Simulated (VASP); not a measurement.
A run of VASP 6.6.1 is set up as follows.

The input INCAR:

```
SYSTEM = ZrS2
PREC = Accurate
ENCUT = 500
EDIFF = 1E-7
ISMEAR = 0
SIGMA = 0.02
LREAL = .FALSE.
LASPH = .TRUE.
NELM = 120
ALGO = Normal
ISIF = 3
LWAVE = .FALSE.
LCHARG = .FALSE.
GGA = PE
IBRION = 2
NSW = 100
EDIFFG = -0.005
GGA_COMPAT = .FALSE.
NELMIN = 4
```

File KPOINTS:

```
Automatic mesh
0
G
  12 12 4
  0 0 0
```

File POSCAR:

```
ZrS2
1.0
    3.6852084581      0.0000000000      0.0000000000
   -1.8426042291      3.1914841430      0.0000000000
    0.0000000000      0.0000000000      6.7579067820
Zr S
1 2
Direct
    0.0000000000      0.0000000000      0.0000000000
    0.6666666667      0.3333333333      0.7856835638
    0.3333333333      0.6666666667      0.2143164362
```

Potentials or basis: VASP PAW PBE potentials, release 64 (Zr_sv, S).

Command:

```bash
$ cat potpaw_PBE.64/Zr_sv/POTCAR potpaw_PBE.64/S/POTCAR > POTCAR
$ mpirun -np 1 vasp_std > vasp.out
```

(1) Predict the band gap on the k mesh.

(2) Predict the space group after relaxing (to 0.05 Å).

Answers

(1) 1.13 eV, indirect (least direct gap 1.69 eV).

(2) P-3m1 (No. 164).
